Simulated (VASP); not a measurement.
# Au (Fm-3m) in VASP: further runs, part 2 of 2

VASP 6.6.1.

### 4 Single point, r2SCAN

This run uses another cell than the first one, of 16.85 Å³/atom.

The input, POSCAR:

```
Au
1.0
    0.0000000000      2.0350000000      2.0350000000
    2.0350000000      0.0000000000      2.0350000000
    2.0350000000      2.0350000000      0.0000000000
Au
1
Direct
    0.0000000000      0.0000000000      0.0000000000
```

The input, INCAR.step1:

```
ALGO = Normal ; EDIFF = 1E-4
ENCUT = 520 ; GGA = PE
ISMEAR = 0 ; LASPH = T
LCHARG = F ; LREAL = F
LWAVE = T ; NBANDS = 12
NELM = 100 ; PREC = Accurate
SIGMA = 0.1
```

The input, INCAR.step2:

```
ALGO = Normal ; EDIFF = 1E-6
ENCUT = 520 ; ISIF = 2
ISMEAR = 0 ; ISTART = 1
LASPH = T ; LCHARG = F
LMIXTAU = T ; LREAL = F
LWAVE = F ; METAGGA = R2SCAN
NBANDS = 12 ; NELM = 100
PREC = Accurate ; SIGMA = 0.1
```

The input, KPOINTS:

```
k-points
0
Gamma
  18 18 18
```

Potentials or basis: VASP PAW PBE potentials, release 64 (Au).

Started as:

```console
$ cat potpaw_PBE.64/Au/POTCAR > POTCAR
$ cp INCAR.step1 INCAR
$ mpirun -np 1 vasp_std > vasp.out
$ cp INCAR.step2 INCAR
$ mpirun -np 1 vasp_std > vasp.out
```

OUTCAR:

```text
EDIFF = 1E-6
   ENCUT = 520
   ISIF = 2
   ISMEAR = 0
   ISTART = 1
   LASPH = T
   LREAL = F
   METAGGA = R2SCAN
   NELM = 100
   PREC = Accurate

 ion  position               nearest neighbor table
   1  0.000  0.000  0.000-

  LATTYP: Found a face centered cubic cell.
 ALAT       =     4.0700000000

  Lattice vectors:

 A1 = (   0.0000000000,   2.0350000000,   2.0350000000)
 A2 = (   2.0350000000,   0.0000000000,   2.0350000000)
 A3 = (   2.0350000000,   2.0350000000,   0.0000000000)

Analysis of symmetry for initial positions (statically):
=====================================================================
 Subroutine PRICEL returns:
 Original cell was already a primitive cell.

 Routine SETGRP: Setting up the symmetry group for a
 face centered cubic supercell.

 Subroutine GETGRP returns: Found 48 space group operations
 (whereof 48 operations were pure point group operations)
 out of a pool of 48 trial point group operations.

The static configuration has the point symmetry O_h .

Analysis of symmetry for dynamics (positions and initial velocities):
=====================================================================
 Subroutine PRICEL returns:
 Original cell was already a primitive cell.

 Routine SETGRP: Setting up the symmetry group for a
 face centered cubic supercell.

 Subroutine GETGRP returns: Found 48 space group operations
 (whereof 48 operations were pure point group operations)
 out of a pool of 48 trial point group operations.

The dynamic configuration has the point symmetry O_h .

 Subroutine INISYM returns: Found 48 space group operations
 (whereof 48 operations are pure point group operations),
 and found     1 'primitive' translations

----------------------------------------------------------------------------------------

                                     Primitive cell

  volume of cell :      16.8548

  direct lattice vectors                    reciprocal lattice vectors
[... 108 lines left out ...]
  Thomas-Fermi vector in A             =   2.540990
   LORBIT       =      0    0 simple, 1 ext, 2 COOP (PROOUT), +10 PAW based schemes
   METAGGA = R2SCAN    functional components
   LHFCALC =     F    Hartree Fock is set to
   AEXX    =    0.0000 exact exchange contribution
   IVDW    =     0    specifies the selected vdW correction
   LEPSILON=     F    determine dielectric tensor
   LRPA    =     F    only Hartree local field effects (RPA)
 non-spin polarized calculation
 Gauss-broadening in eV      SIGMA  =   0.10
  energy-cutoff  :      520.00
  volume of cell :       16.85
 maximum number of plane-waves:       467
 NGX is ok and might be reduce to    24
   NGX = 11   NGY = 11   NGZ = 11

 number of electron      10.9999999 magnetization

 Free energy of the ion-electron system (eV)
  ---------------------------------------------------
  ext. energy  EPLUGINS =         0.00000000
  ---------------------------------------------------
  free energy    TOTEN  =       -50.58114350 eV

  energy without entropy =      -50.57991369  energy(sigma->0) =      -50.58052860

 E-fermi :   9.4935     XC(G=0): -13.7079

 val. band max:        9.4849929625   @ k =   0.5000   0.2778   0.1111
 cond. band min:       9.5116882029   @ k =   0.5000   0.1667   0.0556
 fundamental gap:      0.0266952404
 Fermi energy:         9.4934569759

 k-point     1 :       0.0000    0.0000    0.0000
  band No.  band energies     occupation
      1      -0.7068      2.00000
      2       4.5009      2.00000
      3       4.5009      2.00000
      4       4.5009      2.00000
      5       6.0653      2.00000
      6       6.0653      2.00000
      7      24.8145      0.00000
      8      28.9824      0.00000
      9      28.9824      0.00000
     10      28.9824      0.00000
     11      34.3063      0.00000
     12      38.8822      0.00000
[... 331 lines left out ...]
 k-point    24 :      -0.2222    0.0556    0.0000
  band No.  band energies     occupation
      1       1.1501      2.00000
      2       4.2542      2.00000
      3       4.8210      2.00000
      4       4.8552      2.00000
      5       5.9767      2.00000
      6       6.4848      2.00000
      7      21.7451      0.00000
      8      25.9671      0.00000
      9      28.9916      0.00000
     10      31.4185      0.00000
     11      31.9919      0.00000
     12      33.5128      0.00000

 [... further k-points ...]
[... 5 lines left out ...]
  --------------------------------------------------------------------------------------
  -------------------------------------------------------------------------------------
  Total        0.7706887      0.7706887      0.7706887      0.0000000      0.0000000     -0.0000000
  in kB       73.2599036     73.2599036     73.2599036      0.0000000      0.0000000     -0.0000000
  external PRESSURE =      73.2599036 kB  Pullay stress =       0.0000000 kB

 VOLUME and BASIS-vectors are now :
 -----------------------------------------------------------------------------
  energy-cutoff  :      520.00
  volume of cell :       16.85
      direct lattice vectors                 reciprocal lattice vectors
     0.000000000  2.035000000  2.035000000    -0.245700246  0.245700246  0.245700246
     2.035000000  0.000000000  2.035000000     0.245700246 -0.245700246  0.245700246
     2.035000000  2.035000000  0.000000000     0.245700246  0.245700246 -0.245700246

 POSITION                                       TOTAL-FORCE (eV/Angst)
 -----------------------------------------------------------------------------------
      0.00000      0.00000      0.00000         0.000000      0.000000     -0.000000
 -----------------------------------------------------------------------------------
    total drift:                               -0.000000      0.000000     -0.000000

  FREE ENERGIE OF THE ION-ELECTRON SYSTEM (eV)
  ---------------------------------------------------
  free  energy   TOTEN  =       -50.5811435035 eV

  energy  without entropy=      -50.5799136909  energy(sigma->0) =      -50.58052860
```

OUTCAR.step1:

```text
EDIFF = 1E-4
   ENCUT = 520
   GGA = PE
   ISMEAR = 0
   LASPH = T
[... 576 lines left out ...]

 POSITION                                       TOTAL-FORCE (eV/Angst)
 -----------------------------------------------------------------------------------
      0.00000      0.00000      0.00000         0.000000      0.000000     -0.000000
 -----------------------------------------------------------------------------------
    total drift:                                0.000000      0.000000     -0.000000

  FREE ENERGIE OF THE ION-ELECTRON SYSTEM (eV)
  ---------------------------------------------------
  free  energy   TOTEN  =        -3.1880146100 eV

  energy  without entropy=       -3.1866302858  energy(sigma->0) =       -3.18732245
```

Wall time 2.6 min (1 thread of Intel Xeon 8259CL, shared host); peak memory 0.17 GiB.

Results:

- Free energy: -50.5811 eV
- Pressure: 7.3 GPa
- Band gap on the k mesh: zero (an odd number of electrons rules out a gap without spin polarisation)

Caveat: the cell stands under pressure; the PAW data sets were made with another functional, which shifts forces and pressure a little; spin-orbit coupling is left out, which moves the levels of the heavy elements.

### 5 Single point, r2SCAN (19.29 Å³/atom)

This run uses another cell than the first one, of 19.29 Å³/atom.

The input, POSCAR:

```
Au
1.0
    0.0000000000      2.1285755134      2.1285755134
    2.1285755134      0.0000000000      2.1285755134
    2.1285755134      2.1285755134      0.0000000000
Au
1
Direct
    0.0000000000      0.0000000000      0.0000000000
```

The input, INCAR.step1:

```
SYSTEM = Au
  PREC = Accurate
  ENCUT = 520
  ISMEAR = 0
  SIGMA = 0.1
  LREAL = .FALSE.
  LASPH = .TRUE.
  NELM = 60
  NBANDS = 12
  GGA = PE
  ALGO = Normal
  EDIFF = 1E-4
  LWAVE = .TRUE.
  LCHARG = .FALSE.
```

The input, INCAR.step2:

```
SYSTEM = Au
  PREC = Accurate
  ENCUT = 520
  EDIFF = 1E-7
  ISMEAR = 0
  SIGMA = 0.1
  LREAL = .FALSE.
  LASPH = .TRUE.
  NELM = 60
  ALGO = Normal
  ISIF = 2
  LWAVE = .FALSE.
  LCHARG = .FALSE.
  METAGGA = R2SCAN
  LMIXTAU = .TRUE.
  NBANDS = 12
  ISTART = 1
```

The input, KPOINTS:

```
regular mesh
0
G
  18 18 18
  0 0 0
```

Started as:

```console
$ cat potpaw_PBE.64/Au/POTCAR > POTCAR
$ cp INCAR.step1 INCAR
$ mpirun -np 1 vasp_std > vasp.out
$ cp INCAR.step2 INCAR
$ mpirun -np 1 vasp_std > vasp.out
```

Run time: 3.1 min. Hardware: 1 thread of Intel Xeon 8259CL, shared host; peak memory 0.18 GiB.

Results (log left out):

| Property | Result |
| --- | --- |
| Free energy | -50.5321 eV |
| Pressure | -10.9 GPa |
| Band gap on the k mesh | zero (an odd number of electrons rules out a gap without spin polarisation) |

Levels at points of the mesh, in eV from the Fermi level:
```csv
k point,band 3,band 4,band 5,band 6,band 7,band 8,band 9,band 10
"(0.00, 0.00, 0.00)",-4.28,-4.28,-3.06,-3.06,15.44,18.75,18.75,18.75
"(0.50, 0.00, 0.00)",-4.31,-2.05,-2.05,-0.19,2.57,14.88,16.93,16.93
"(0.50, 0.50, 0.00)",-2.11,-1.78,-1.78,1.58,5.06,10.16,10.16,16.71
```

Caveat: the cell stands under tension; the PAW data sets were made with another functional, which shifts forces and pressure a little; spin-orbit coupling is left out, which moves the levels of the heavy elements.

### 6 Summary

```csv
cell,gap on the mesh (eV),pressure (GPa)
"a = 2.794 Å, angles 60.0°, 1 atom",none,29.6
"a = 2.826 Å, angles 60.0°, 1 atom",none,19.9
"a = 2.878 Å, angles 60.0°, 1 atom",none,7.3
"a = 3.010 Å, angles 60.0°, 1 atom",none,-10.9
```

Alike in all rows: task single point; level r2SCAN; potentials or basis VASP PAW PBE potentials, release 64 (Au); no spin polarisation; k mesh 18 × 18 × 18; cutoff (eV) 520; smearing gaussian 0.1 eV.

Caveats: the PAW data sets were made with another functional, which shifts forces and pressure a little; spin-orbit coupling is left out, which moves the levels of the heavy elements; the cell stands under pressure (at least some runs); the cell stands under tension (at least some runs).

Absolute energies hang on the potentials; compare differences alone.
